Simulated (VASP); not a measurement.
Be2S, 3 atoms in the cell. The structure is tetragonal, space group P-4m2 (No. 115). The conventional cell has a = 3.158 Å, b = 3.158 Å, c = 3.940 Å, α = 90.00°, β = 90.00°, γ = 90.00°. Be (site symmetry 2mm) has 2 S at 2.05 Å and 4 Be at 2.60 Å within 2.7 Å. Within 2.7 Å of S (site symmetry -4m2) lie 4 Be at 2.05 Å. 

- Program: VASP 6.6.1
- Task: density of states
- Functional: PBE
- Potentials or basis: VASP PAW PBE potentials, release 64 (Be, S)
- Cutoff: 520 eV
- k mesh: 14 × 14 × 12
- Occupations: gaussian, width 0.1 eV
- Spin: no spin polarisation
- Dipole correction: no
- k mesh for the DOS: 21 × 21 × 18
- Occupations for the DOS: tetrahedron
- Further INCAR settings: ALGO = Normal; EDIFF = 1e-06; NBANDS = 12

Potentials or basis: VASP PAW PBE potentials, release 64 (Be, S).

Launch:

```console
$ cat potpaw_PBE.64/Be/POTCAR potpaw_PBE.64/S/POTCAR > POTCAR
$ cp INCAR.step1 INCAR
$ cp KPOINTS.step1 KPOINTS
$ mpirun -np 1 vasp_std > vasp.out
$ cp INCAR.step2 INCAR
$ cp KPOINTS.step2 KPOINTS
$ mpirun -np 1 vasp_std > vasp.out
```

Hardware: 1 thread of Intel Xeon 6975P-C (shared host).

Task: How long does it take, and how much memory?

Result: It took 2 min on 1 thread of Intel Xeon 6975P-C, on a shared host, peak memory 0.39 GiB. Counts: k points 660.
